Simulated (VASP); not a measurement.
Here is a VASP 6.6.1 calculation.

Contents of INCAR:

```
  PREC = Accurate
  ENCUT = 520
  EDIFF = 1E-6
  ISMEAR = 0
  SIGMA = 0.15
  LREAL = False
  LASPH = True
  NELM = 100
  ALGO = Fast
  ISIF = 2
  LWAVE = False
  LCHARG = True
  GGA = PS
  LELF = True
  LVHAR = True
  NBANDS = 12
```

File KPOINTS:

```
Automatic mesh
0
Gamma
  18 18 18
```

The input POSCAR:

```
Sc
1.0
    0.0000000000      2.3272625000      2.3840250000
    2.3272625000      0.0000000000      2.3840250000
    2.3272625000      2.3272625000      0.0000000000
Sc
1
Direct
    0.0000000000      0.0000000000      0.0000000000
```

Potentials or basis: VASP PAW PBE potentials, release 64 (Sc_sv).

Launch:

```bash
$ cat potpaw_PBE.64/Sc_sv/POTCAR > POTCAR
$ mpirun -np 1 vasp_std > vasp.out
```

**Question.** Predict the pressure.

**Answer.** -4.2 GPa.

Stress tensor (GPa, compression positive):
```
-4.01  0.00  0.00
 0.00 -4.01  0.00
 0.00  0.00 -4.71
```

Caveat: the cell differs from its parent crystal (strain +0.025 along x and y, +0.050 along z); the PAW data sets were made with another functional, which shifts forces and pressure a little.
